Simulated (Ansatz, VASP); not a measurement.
# LiCl in VASP and in Ansatz

File POSCAR:

```
LiCl
1.0
    0.0000000000      2.5560369945      2.5560369945
    2.5716288201      0.0000000000      2.5560369945
    2.5716288201      2.5560369945      0.0000000000
Li Cl
1 1
Direct
    0.0000000000      0.0000000000      0.0000000000
    0.5000000000      0.5000000000      0.5000000000
```

File INCAR.step1:

```
SYSTEM = LiCl
ALGO = Normal
EDIFF = 1E-5
ENCUT = 520
GGA = PE
ISIF = 2
ISMEAR = 0
LASPH = .True.
LCHARG = .False.
LREAL = .False.
LWAVE = .True.
NBANDS = 12
NELM = 60
PREC = Accurate
SIGMA = 0.01
```

Contents of INCAR.step2:

```
SYSTEM = LiCl
ALGO = Normal
EDIFF = 1E-6
ENCUT = 520
GGA = PE
HFSCREEN = 0.2079
ISIF = 2
ISMEAR = 0
ISTART = 1
LASPH = .True.
LCHARG = .False.
LHFCALC = .True.
LREAL = .False.
LWAVE = .False.
NBANDS = 12
NELM = 60
PREC = Accurate
PRECFOCK = Normal
SIGMA = 0.01
```

The input KPOINTS:

```
k-points
0
Gamma
  6 6 6
  0 0 0
```

Input for Ansatz:

```yaml
crystal:
  lattice:
    - [0.0, 2.5560369945, 2.5560369945]
    - [2.5716288201, 0.0, 2.5560369945]
    - [2.5716288201, 2.5560369945, 0.0]
  atoms:
    - { symbol: Li, position: [0.0, 0.0, 0.0] }
    - { symbol: Cl, position: [0.5, 0.5, 0.5] }
kpoints:
  mp_grid: { grid: [6, 6, 6] }
  band_path:
    path:
      - [0.0, 0.0, 0.0]
      - [0.5, 0.0, 0.5]
      - [0.625, 0.25, 0.625]
      - [0.375, 0.375, 0.75]
      - [0.5, 0.5, 0.5]
      - [0.5, 0.25, 0.75]
    npoints: 1
hamiltonian:
  xc: hse06
scf:
  occupations: { method: fixed }
  n_extra_bands: 4
output:
  forces: true
  stress: true
  eigenvalues: true
```

Change from the starting cell: uniaxial_x strain +0.6%.

Alike in both runs: task single point; functional HSE06; k mesh 6 × 6 × 6; no spin polarisation.

|  | VASP | Ansatz |
| --- | --- | --- |
| version | VASP 6.6.1 | Ansatz 0.2.0 |
| potentials or method | VASP PAW PBE potentials, release 64 (Li_sv, Cl) | plane waves, PAW |
| plane-wave cutoff (eV) | 520 | 420 |
| occupations | gaussian, width 0.01 eV | fixed |
| valence electrons in the cell | 10 | 10 |

```tsv
	VASP	Ansatz	Ansatz less VASP
gap on the k mesh at the Fermi level (eV)	7.74	7.74	-0.006
```

Ansatz's warnings: stress exchange threshold loose, stress scf threshold loose.

Noted on VASP's run: the cutoff is under 1.25 times that of the potentials, so the pressure is a little rough.
